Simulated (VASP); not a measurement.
A run of VASP 6.6.1:

INCAR

```
SYSTEM = Be2Cd2S
  ALGO = Normal
  EDIFF = 1E-6
  ENCUT = 520
  GGA = PE
  ISIF = 2
  ISMEAR = 0
  LASPH = .TRUE.
  LCHARG = .FALSE.
  LREAL = .FALSE.
  LWAVE = .FALSE.
  NBANDS = 25
  NELM = 60
  PREC = Accurate
  SIGMA = 0.1
```

KPOINTS

```
k-points
0
G
  6 4 4
  0 0 0
```

The input POSCAR:

```
Be2Cd2S
1.0
    3.1515276653      0.0000000000      0.0000000000
    0.0000000000      7.0523559626      0.0000000000
    0.0000000000      0.0000000000      4.9355000058
Be Cd S
2 2 1
Direct
    0.0000000000      0.0000000000      0.7885630214
    0.0000000000      0.0000000000      0.2114369786
    0.5000000000      0.6969876523      0.0000000000
    0.5000000000      0.3030123477      0.0000000000
    0.5000000000      0.0000000000      0.5000000000
```

Potentials or basis: VASP PAW PBE potentials, release 64 (Be, Cd, S).

Command:

```console
$ cat potpaw_PBE.64/Be/POTCAR potpaw_PBE.64/Cd/POTCAR potpaw_PBE.64/S/POTCAR > POTCAR
$ mpirun -np 1 vasp_std > vasp.out
```

Hardware: 1 thread of Intel(R) Xeon(R) 6975P-C (Granite Rapids) (shared host).

Estimate the wall time of this run.

Wall time 36 s on 1 thread of Intel(R) Xeon(R) 6975P-C (Granite Rapids) (shared host), peak memory 0.27 GiB. Counts: scf iterations 14, k points 36.
